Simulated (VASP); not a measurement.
# BN (I-4m2) in VASP: notebook

BN is run at these levels: PBE; tasks: single point.

Everything below comes from runs of VASP 6.6.1. Logs are shortened: lines on timing, memory, paths and dates and some standing lists are left out, and cuts for length are marked.

## Step 1: The cell of the first run

The structure is tetragonal, space group I-4m2 (No. 119). The conventional cell has a = 2.563 Å, b = 2.563 Å, c = 3.733 Å, α = 90.00°, β = 90.00°, γ = 90.00°. Within 2.1 Å of B (site symmetry -4m2) lie 4 N at 1.59 Å. Within 2.1 Å of N (site symmetry -4m2) lie 4 B at 1.59 Å.

## Step 2: Single point, PBE (strain +0.0300 x Voigt [0, 0, 1, 0, 0, 0])

The input, INCAR:

```
ALGO = Normal
EDIFF = 1E-6
ENCUT = 520
GGA = PE
ISIF = 2
ISMEAR = 0
LASPH = T
LCHARG = F
LREAL = F
LWAVE = F
NBANDS = 11
NELM = 60
PREC = Accurate
SIGMA = 0.05
```

The input, KPOINTS:

```
k-points
0
Gamma
  12 12 12
```

The input, POSCAR:

```
BN
1.0
    0.0000000000      1.8123485119      1.8667189673
    1.8123485119      0.0000000000      1.8667189673
    1.8123485119      1.8123485119      0.0000000000
B N
1 1
Direct
    0.0000000000      0.0000000000      0.0000000000
    0.7500000000      0.7500000000      0.7500000000
```

Potentials or basis: VASP PAW PBE potentials, release 64 (B, N).

Command:

```
$ cat potpaw_PBE.64/B/POTCAR potpaw_PBE.64/N/POTCAR > POTCAR
$ mpirun -np 1 vasp_std > vasp.out
```

OUTCAR:

```text
EDIFF = 1E-6
   ENCUT = 520
   GGA = PE
   ISIF = 2
   ISMEAR = 0
   LASPH = T
   LREAL = F
   NELM = 60
   PREC = Accurate

 ion  position               nearest neighbor table
   1  0.000  0.000  0.000-   2 1.59   2 1.59   2 1.59   2 1.59
   2  0.750  0.750  0.750-   1 1.59   1 1.59   1 1.59   1 1.59

  LATTYP: Found a body centered tetragonal cell.
 ALAT       =     2.5630478453
 C/A-ratio  =     1.4566399693

  Lattice vectors:

 A1 = (  -1.8123485119,   0.0000000000,   1.8667189673)
 A2 = (   1.8123485119,   0.0000000000,   1.8667189673)
 A3 = (   0.0000000000,   1.8123485119,  -1.8667189673)

Analysis of symmetry for initial positions (statically):
=====================================================================
 Subroutine PRICEL returns:
 Original cell was already a primitive cell.

 Routine SETGRP: Setting up the symmetry group for a
 body centered tetragonal supercell.

 Subroutine GETGRP returns: Found  8 space group operations
 (whereof  8 operations were pure point group operations)
 out of a pool of 16 trial point group operations.

The static configuration has the point symmetry D_2d.

Analysis of symmetry for dynamics (positions and initial velocities):
=====================================================================
 Subroutine PRICEL returns:
 Original cell was already a primitive cell.

 Routine SETGRP: Setting up the symmetry group for a
 body centered tetragonal supercell.

 Subroutine GETGRP returns: Found  8 space group operations
 (whereof  8 operations were pure point group operations)
 out of a pool of 16 trial point group operations.

The dynamic configuration has the point symmetry D_2d.

 Subroutine INISYM returns: Found  8 space group operations
 (whereof  8 operations are pure point group operations),
 and found     1 'primitive' translations

----------------------------------------------------------------------------------------

                                     Primitive cell

  volume of cell :      12.2629

  direct lattice vectors                    reciprocal lattice vectors
     0.000000000  1.812348512  1.866718967    -0.275885127  0.275885127  0.267849638
     1.812348512  0.000000000  1.866718967     0.275885127 -0.275885127  0.267849638
     1.812348512  1.812348512  0.000000000     0.275885127  0.275885127 -0.267849638

  length of vectors
     2.601777629  2.601777629  2.563047845     0.473253247  0.473253247  0.473253247

  position of ions in fractional coordinates (direct lattice)
     0.000000000  0.000000000  0.000000000
     0.750000000  0.750000000  0.750000000

  ion indices of the primitive-cell ions
   primitive index   ion index
                 1           1
                 2           2

----------------------------------------------------------------------------------------

 KPOINTS: k-points

Automatic generation of k-mesh.
 Grid dimensions read from file:
 generate k-points for:   12   12   12

 Generating k-lattice:

  Cartesian coordinates                     Fractional coordinates (reciprocal lattice)
    -0.022990427  0.022990427  0.022320803     0.083333333  0.000000000  0.000000000
     0.022990427 -0.022990427  0.022320803     0.000000000  0.083333333  0.000000000
     0.022990427  0.022990427 -0.022320803    -0.000000000 -0.000000000  0.083333333

  Length of vectors
     0.039437771  0.039437771  0.039437771

  Shift w.r.t. Gamma in fractional coordinates (k-lattice)
     0.000000000  0.000000000  0.000000000

 Subroutine IBZKPT returns following result:
 ===========================================

 Found    163 irreducible k-points:

 Following reciprocal coordinates:
            Coordinates               Weight
  0.000000  0.000000  0.000000      1.000000
  0.083333 -0.000000  0.000000      8.000000
  0.166667  0.000000  0.000000      8.000000
  0.250000  0.000000  0.000000      8.000000
  0.333333  0.000000  0.000000      8.000000
  0.416667 -0.000000  0.000000      8.000000
[... 16 lines left out ...]
  0.500000  0.166667  0.000000      8.000000
 -0.416667  0.166667  0.000000      8.000000
 [... further k-points ...]
   k-points           NKPTS =    163   k-points in BZ     NKDIM =    163   number of bands    NBANDS=     11
   number of dos      NEDOS =    301   number of ions     NIONS =      2
   total plane-waves  NPLWV =   8000
   dimension x,y,z NGX =    20 NGY =   20 NGZ =   20
   dimension x,y,z NGXF=    40 NGYF=   40 NGZF=   40
   ions per type =               1   1
   NGX,Y,Z   is equivalent  to a cutoff of  12.78, 12.78, 12.97 a.u.
   NGXF,Y,Z  is equivalent  to a cutoff of  25.56, 25.56, 25.95 a.u.
 SYSTEM =  unknown system
   PREC   = accura    normal or accurate (medium, high low for compatibility)
   ISTART =      0    job   : 0-new  1-cont  2-samecut
   ICHARG =      2    charge: 1-file 2-atom 10-const
   ISPIN  =      1    spin polarized calculation?
   LNONCOLLINEAR =      F non collinear calculations
   LSORBIT =      F    spin-orbit coupling
   LASPH  =      T    aspherical Exc in radial PAW
   ENCUT  =  520.0 eV  38.22 Ry    6.18 a.u.   4.84  4.84  4.77*2*pi/ulx,y,z
   NELM   =     60;   NELMIN=  2; NELMDL= -5     # of ELM steps
   EDIFF  = 0.1E-05   stopping-criterion for ELM
   LREAL  =      F    real-space projection
   EDIFFG = 0.1E-04   stopping-criterion for IOM
   NSW    =      0    number of steps for IOM
   IBRION =     -1    ionic relax: 0-MD 1-quasi-New 2-CG
   NFREE  =      0    steps in history (QN), initial steepest desc. (CG)
   ISIF   =      2    stress and relaxation
   ISYM   =      2    0-nonsym 1-usesym 2-fastsym
   POTIM  = 0.5000    time-step for ionic-motion
   TEBEG  =    0.0;   TEEND  =   0.0 temperature during run
   PSTRESS=    0.0 pullay stress
   NELECT =       8.0000    total number of electrons
   NUPDOWN=      -1.0000    fix difference up-down
   EMIN   =  10.00;   EMAX   =-10.00  energy-range for DOS
   EFERMI =   0.00;   METHOD = LEGACY
   ISMEAR =     0;   SIGMA  =   0.05  broadening in eV -4-tet -1-fermi 0-gaus
   EFERMI_NEDOS =   21; number of points for ismear=-14 and -15
   IALGO  =     38    algorithm
   IMIX   =      4    mixing-type and parameters
     AMIX     =   0.40;   BMIX     =  1.00
     AMIX_MAG =   1.60;   BMIX_MAG =  1.00
  volume/ion in A,a.u.               =       6.13        41.38
  Fermi-wavevector in a.u.,A,eV,Ry     =   1.419844  2.683117 27.428769  2.015958
  Thomas-Fermi vector in A             =   2.540822
   LORBIT       =      0    0 simple, 1 ext, 2 COOP (PROOUT), +10 PAW based schemes
   GGA     = PE    functional components
   LHFCALC =     F    Hartree Fock is set to
   AEXX    =    0.0000 exact exchange contribution
   IVDW    =     0    specifies the selected vdW correction
   LEPSILON=     F    determine dielectric tensor
   LRPA    =     F    only Hartree local field effects (RPA)
 non-spin polarized calculation
 Gauss-broadening in eV      SIGMA  =   0.05
  energy-cutoff  :      520.00
  volume of cell :       12.26
 maximum number of plane-waves:       342
   NGX =  9   NGY =  9   NGZ =  9

 number of electron       8.0000001 magnetization

 Free energy of the ion-electron system (eV)
  ---------------------------------------------------
  ext. energy  EPLUGINS =         0.00000000
  ---------------------------------------------------
  free energy    TOTEN  =       -17.42656700 eV

  energy without entropy =      -17.42656700  energy(sigma->0) =      -17.42656700

 E-fermi :   7.3393     XC(G=0): -12.6384

 val. band max:        7.0482531526   @ k =   0.0000   0.0000   0.0000
 cond. band min:      11.2088010619   @ k =   0.5000   0.0000   0.5000
 fundamental gap:      4.1605479093
 Fermi energy:         7.3393028661

 k-point     1 :       0.0000    0.0000    0.0000
  band No.  band energies     occupation
      1     -12.8606      2.00000
      2       6.7495      2.00000
      3       7.0483      2.00000
      4       7.0483      2.00000
      5      15.5275      0.00000
      6      15.5275      0.00000
      7      15.7361      0.00000
      8      16.6858      0.00000
      9      31.0063      0.00000
     10      33.4088      0.00000
     11      33.9023      0.00000

 k-point     2 :       0.0833   -0.0000    0.0000
  band No.  band energies     occupation
      1     -12.6966      2.00000
      2       6.0340      2.00000
      3       6.6905      2.00000
      4       6.8858      2.00000
      5      15.6577      0.00000
      6      15.7944      0.00000
      7      16.0036      0.00000
      8      17.2917      0.00000
      9      30.8531      0.00000
     10      31.4838      0.00000
     11      32.6577      0.00000

 k-point     3 :       0.1667    0.0000    0.0000
  band No.  band energies     occupation
      1     -12.2111      2.00000
      2       4.0114      2.00000
      3       6.2208      2.00000
      4       6.4901      2.00000
      5      15.8761      0.00000
      6      16.4300      0.00000
      7      16.5854      0.00000
      8      18.6666      0.00000
      9      29.9864      0.00000
     10      30.6226      0.00000
     11      31.0119      0.00000

 k-point     4 :       0.2500    0.0000    0.0000
  band No.  band energies     occupation
      1     -11.4287      2.00000
      2       1.6185      2.00000
      3       5.6967      2.00000
      4       6.0327      2.00000
      5      16.0837      0.00000
      6      17.0761      0.00000
      7      17.1424      0.00000
      8      20.0340      0.00000
      9      29.6117      0.00000
     10      30.2803      0.00000
     11      30.4465      0.00000

 k-point     5 :       0.3333    0.0000    0.0000
  band No.  band energies     occupation
      1     -10.4138      2.00000
      2      -0.6953      2.00000
      3       5.2492      2.00000
      4       5.6432      2.00000
      5      16.2415      0.00000
      6      17.4465      0.00000
      7      17.4602      0.00000
      8      21.0456      0.00000
      9      29.5951      0.00000
     10      30.9584      0.00000
     11      31.0266      0.00000
[... 211 lines left out ...]
 k-point    21 :       0.3333    0.1667    0.0000
  band No.  band energies     occupation
      1     -10.6398      2.00000
      2       1.0653      2.00000
      3       4.3691      2.00000
      4       4.4862      2.00000
      5      15.1096      0.00000
      6      18.6363      0.00000
      7      19.4419      0.00000
      8      19.5823      0.00000
      9      25.7062      0.00000
     10      32.4312      0.00000
     11      34.7981      0.00000

 k-point    22 :       0.4167    0.1667    0.0000
  band No.  band energies     occupation
      1      -9.6247      2.00000
      2      -0.9284      2.00000
      3       3.6726      2.00000
      4       4.3295      2.00000
      5      15.5397      0.00000
      6      18.6761      0.00000
      7      19.5911      0.00000
      8      20.5822      0.00000
      9      26.7471      0.00000
     10      32.2077      0.00000
     11      34.8709      0.00000

 k-point    23 :       0.5000    0.1667    0.0000
  band No.  band energies     occupation
      1      -8.6929      2.00000
      2      -2.4374      2.00000
      3       3.0829      2.00000
      4       4.4140      2.00000
      5      15.9260      0.00000
      6      18.5875      0.00000
      7      19.3859      0.00000
      8      21.7517      0.00000
      9      27.2975      0.00000
     10      32.4278      0.00000
     11      34.0385      0.00000

 k-point    24 :      -0.4167    0.1667    0.0000
  band No.  band energies     occupation
      1      -8.4652      2.00000
      2      -2.7630      2.00000
      3       2.7045      2.00000
      4       4.7230      2.00000
      5      16.4067      0.00000
      6      18.4408      0.00000
      7      18.9892      0.00000
      8      22.1140      0.00000
      9      27.7800      0.00000
     10      31.8969      0.00000
     11      32.8201      0.00000

 [... further k-points ...]

------------------------ aborting loop because EDIFF is reached ----------------------------------------

  FORCE on cell =-STRESS in cart. coord.  units (eV):
  Direction    XX          YY          ZZ          XY          YZ          ZX
  --------------------------------------------------------------------------------------
  -------------------------------------------------------------------------------------
  Total       -0.3183293     -0.3183293     -1.7164171      0.0000000      0.0000000      0.0000000
  in kB      -41.5905645    -41.5905645   -224.2544407      0.0000000      0.0000000      0.0000000
  external PRESSURE =    -102.4785232 kB  Pullay stress =       0.0000000 kB

 VOLUME and BASIS-vectors are now :
 -----------------------------------------------------------------------------
  energy-cutoff  :      520.00
  volume of cell :       12.26
      direct lattice vectors                 reciprocal lattice vectors
     0.000000000  1.812348512  1.866718967    -0.275885127  0.275885127  0.267849638
     1.812348512  0.000000000  1.866718967     0.275885127 -0.275885127  0.267849638
     1.812348512  1.812348512  0.000000000     0.275885127  0.275885127 -0.267849638

 POSITION                                       TOTAL-FORCE (eV/Angst)
 -----------------------------------------------------------------------------------
      0.00000      0.00000      0.00000         0.000000      0.000000      0.000000
      2.71852      2.71852      2.80008        -0.000000     -0.000000     -0.000000
 -----------------------------------------------------------------------------------
    total drift:                                0.000000      0.000000     -0.000001

  FREE ENERGIE OF THE ION-ELECTRON SYSTEM (eV)
  ---------------------------------------------------
  free  energy   TOTEN  =       -17.4265670013 eV

  energy  without entropy=      -17.4265670013  energy(sigma->0) =      -17.42656700
```

It took 17 s on 1 thread of Intel Xeon Platinum 8259CL at 2.50GHz (Skylake/Cascade Lake), shared host; peak memory 0.13 GiB.

What came out:

* Free energy: -17.4266 eV
* Pressure: -10.2 GPa
* Band gap on the k mesh: 4.16 eV, indirect (least direct gap 8.48 eV)

Caveat: the cell differs from its parent crystal (strain +0.0300 x Voigt [0, 0, 1, 0, 0, 0]). A k mesh can miss the band edges.

## Step 3: Single point, PBE (strain +0.0600 x Voigt [0, 0, 1, 0, 0, 0])

The input, INCAR:

```
SYSTEM = BN
PREC = Accurate
ENCUT = 520
EDIFF = 1E-7
ISMEAR = 0
SIGMA = 0.05
LREAL = .False.
LASPH = .True.
NELM = 60
ALGO = Normal
ISIF = 2
LWAVE = .False.
LCHARG = .False.
GGA = PE
NBANDS = 11
```

The input, KPOINTS:

```
Automatic mesh
0
Gamma
  12 12 12
  0 0 0
```

The input, POSCAR:

```
BN
1.0
    0.0000000000      1.8123485119      1.9210894226
    1.8123485119      0.0000000000      1.9210894226
    1.8123485119      1.8123485119      0.0000000000
B N
1 1
Direct
    0.0000000000      0.0000000000      0.0000000000
    0.7500000000      0.7500000000      0.7500000000
```

Potentials or basis: VASP PAW PBE potentials, release 64 (B, N).

Command:

```
$ cat potpaw_PBE.64/B/POTCAR potpaw_PBE.64/N/POTCAR > POTCAR
$ mpirun -np 1 vasp_std > vasp.out
```

It took 23 s on 1 thread of Intel Xeon Platinum 8259CL at 2.50GHz (Skylake/Cascade Lake), shared host; peak memory 0.13 GiB.

The run converged. Its results:

```
Free energy            : -17.3533 eV
Pressure               : -19.4 GPa
Band gap on the k mesh : 3.89 eV, indirect (least direct gap 8.19 eV)
```

Stress tensor (GPa, compression positive):
```
 -7.26   0.00   0.00
  0.00  -7.26   0.00
  0.00   0.00 -43.55
```

Levels at points of the mesh, in eV from the valence-band top:
| k point | band 2 | band 3 | band 4 | band 5 | band 6 | band 7 |
| --- | --- | --- | --- | --- | --- | --- |
| (0.00, 0.00, 0.00) | -0.60 | 0.00 | 0.00 | 8.19 | 8.19 | 8.60 |
| (0.50, 0.00, 0.00) | -10.29 | -2.45 | -1.58 | 8.43 | 10.41 | 10.51 |
| (0.50, 0.50, 0.00) | -9.22 | -4.28 | -4.28 | 4.84 | 9.53 | 16.59 |
| (0.50, 0.00, 0.50) | -8.42 | -5.01 | -5.01 | 3.89 | 8.23 | 16.22 |

Caveat: the cell differs from its parent crystal (strain +0.0600 x Voigt [0, 0, 1, 0, 0, 0]).

## Step 4: Single point, PBE (strain +0.0525 x Voigt [0, 0, 1, 0, 0, 0])

The input, INCAR:

```
PREC     = Accurate       # precision mode
ENCUT    = 520            # plane-wave cutoff, eV
EDIFF    = 1E-7           # SCF threshold, eV
ISMEAR   = 0              # smearing method
SIGMA    = 0.05           # smearing width, eV
LREAL    = False          # projectors in reciprocal space
LASPH    = True           # aspherical terms in the spheres
NELM     = 80             # most SCF steps
ALGO     = Normal         # electronic algorithm
ISIF     = 2              # what is computed and relaxed
LWAVE    = False          # write WAVECAR
LCHARG   = False          # write CHGCAR
GGA      = PE             # functional
NBANDS   = 11             # bands
```

The input, KPOINTS:

```
Automatic mesh
0
Gamma
  12 12 12
```

The input, POSCAR:

```
BN
1.0
    0.0000000000      1.8123485119      1.9074968088
    1.8123485119      0.0000000000      1.9074968088
    1.8123485119      1.8123485119      0.0000000000
B N
1 1
Direct
    0.0000000000      0.0000000000      0.0000000000
    0.7500000000      0.7500000000      0.7500000000
```

Command:

```
$ cat potpaw_PBE.64/B/POTCAR potpaw_PBE.64/N/POTCAR > POTCAR
$ mpirun -np 1 vasp_std > vasp.out
```

It took 30 s on 1 thread of Intel Xeon Platinum 8259CL at 2.50GHz (Skylake/Cascade Lake), shared host; peak memory 0.13 GiB.

It converged, with:

| Quantity | Value |
| --- | --- |
| Free energy | -17.3760 eV |
| Pressure | -17.2 GPa |
| Band gap on the k mesh | 3.96 eV, indirect (least direct gap 8.26 eV) |

Stress tensor (GPa, compression positive):
```
 -6.60   0.00   0.00
  0.00  -6.60   0.00
  0.00   0.00 -38.42
```

Levels at points of the mesh, in eV from the valence-band top:
```tsv
k point	band 1	band 2	band 3	band 4	band 5	band 6	band 7	band 8	band 9
(0.00, 0.00, 0.00)	-19.75	-0.53	0.00	0.00	8.26	8.26	8.62	9.20	23.49
(0.50, 0.00, 0.00)	-15.80	-10.33	-2.39	-1.62	8.64	10.45	10.51	14.48	22.39
(0.50, 0.50, 0.00)	-14.87	-9.18	-4.35	-4.35	4.79	9.49	16.74	16.74	18.95
(0.50, 0.00, 0.50)	-14.33	-8.47	-5.00	-4.99	3.96	8.35	16.42	17.16	19.90
```

Caveat: the cell differs from its parent crystal (strain +0.0525 x Voigt [0, 0, 1, 0, 0, 0]). A k mesh can miss the band edges.

## Step 5: The runs side by side

```tsv
cell	gap on the mesh (eV)	pressure (GPa)
a = 2.602, b = 2.602, c = 2.563 Å, angles 60.5, 60.5, 59.0°, 2 atoms	4.16	-10.2
a = 2.641, b = 2.641, c = 2.563 Å, angles 61.0, 61.0, 58.1°, 2 atoms	3.89	-19.4
a = 2.631, b = 2.631, c = 2.563 Å, angles 60.9, 60.9, 58.3°, 2 atoms	3.96	-17.2
```

Alike in all rows: task single point; level PBE; potentials or basis VASP PAW PBE potentials, release 64 (B, N); no spin polarisation; k mesh 12 × 12 × 12; cutoff (eV) 520; smearing gaussian 0.05 eV.

Total energies depend on the potentials used, so only differences within one code and one set of settings carry meaning.
